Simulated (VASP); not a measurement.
Set up this calculation in VASP 6.6.1, as the native input.

| Quantity | Value |
| --- | --- |
| Task | relaxation of cell and atoms |
| Functional | PBE |
| Potentials or basis | VASP PAW PBE potentials, release 64 (La) |
| Cutoff | 600 eV |
| k mesh | 16 × 16 × 16 |
| Occupations | fermi-dirac, width 0.05 eV |
| Spin | no spin polarisation |
| Target pressure | 65 GPa |
| Dipole correction | no |
| Further INCAR settings | ALGO = Normal; EDIFF = 1e-06; IBRION = 2; EDIFFG = -0.005; NSW = 60; ISIF = 3 |

The structure of La lies in POSCAR:

```
La
1.0
   -1.6618573342      1.6618573342      1.6618573342
    1.6618573342     -1.6618573342      1.6618573342
    1.6618573342      1.6618573342     -1.6618573342
La
1
Direct
    0.0000000000      0.0000000000      0.0000000000
```

This isn't the form of La at room conditions, which is double hcp.

The input as run:

INCAR

```
SYSTEM = La
  ALGO = Normal
  EDIFF = 1E-6
  EDIFFG = -0.005
  ENCUT = 600
  GGA = PE
  IBRION = 2
  ISIF = 3
  ISMEAR = -1
  LASPH = .TRUE.
  LCHARG = .FALSE.
  LREAL = .FALSE.
  LWAVE = .FALSE.
  NELM = 80
  NSW = 60
  PREC = Accurate
  PSTRESS = 650.0
  SIGMA = 0.05
```

KPOINTS

```
k-points
0
G
  16 16 16
  0 0 0
```

Potentials or basis: VASP PAW PBE potentials, release 64 (La).

The run is started by

```bash
$ cat potpaw_PBE.64/La/POTCAR > POTCAR
$ mpirun -np 1 vasp_std > vasp.out
```

Results of the run:

The pressure after relaxing is 65.0 GPa and the band gap on the k mesh is zero (an odd number of electrons rules out a gap without spin polarisation).

Caveat: the cell is relaxed towards a set pressure, so the run minimises the enthalpy, not the energy; spin-orbit coupling is left out, which moves the levels of the heavy elements.

It took 10 s on 1 thread of Intel(R) Xeon(R) 6975P-C (Granite Rapids) (shared host), peak memory 0.18 GiB.
